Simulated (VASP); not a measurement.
Here is a VASP 6.6.1 calculation.

The input INCAR:

```
SYSTEM = FeO
PREC = Accurate
ENCUT = 450
EDIFF = 1E-7
ISMEAR = 0
SIGMA = 0.02
LREAL = .FALSE.
LASPH = .TRUE.
ALGO = Normal
NELM = 100
ISIF = 2
LWAVE = .FALSE.
LCHARG = .FALSE.
ISPIN = 2
MAGMOM = 3 0
LORBIT = 11
LMAXMIX = 4
```

Contents of KPOINTS:

```
k-points
0
Gamma
  9 9 9
```

File POSCAR:

```
FeO
1.0
    0.0000000000      2.1554000000      2.1554000000
    2.1554000000      0.0000000000      2.1554000000
    2.1554000000      2.1554000000      0.0000000000
Fe O
1 1
Direct
   -0.0071560000      0.0048320000     -0.0004070000
    0.4970370000      0.4970260000      0.5014310000
```

Potentials or basis: VASP PAW PBE potentials, release 64 (Fe, O).

Command:

```bash
$ cat potpaw_PBE.64/Fe/POTCAR potpaw_PBE.64/O/POTCAR > POTCAR
$ mpirun -np 1 vasp_std > vasp.out
```

(1) Estimate the net moment.

(2) What does it give for the band gap on the k mesh?

(3) Estimate the largest force.

Results:

(1) 4.00 μB per cell.

(2) zero (filled and empty bands overlap).

(3) 0.061 eV/Å.

Caveat: the cell differs from its parent crystal (atoms moved at random); a cell with one magnetic atom can't hold antiferromagnetic order, which such compounds often take; semilocal functionals often make such compounds metallic where correlation or magnetic order opens a gap, which also shifts bond lengths.
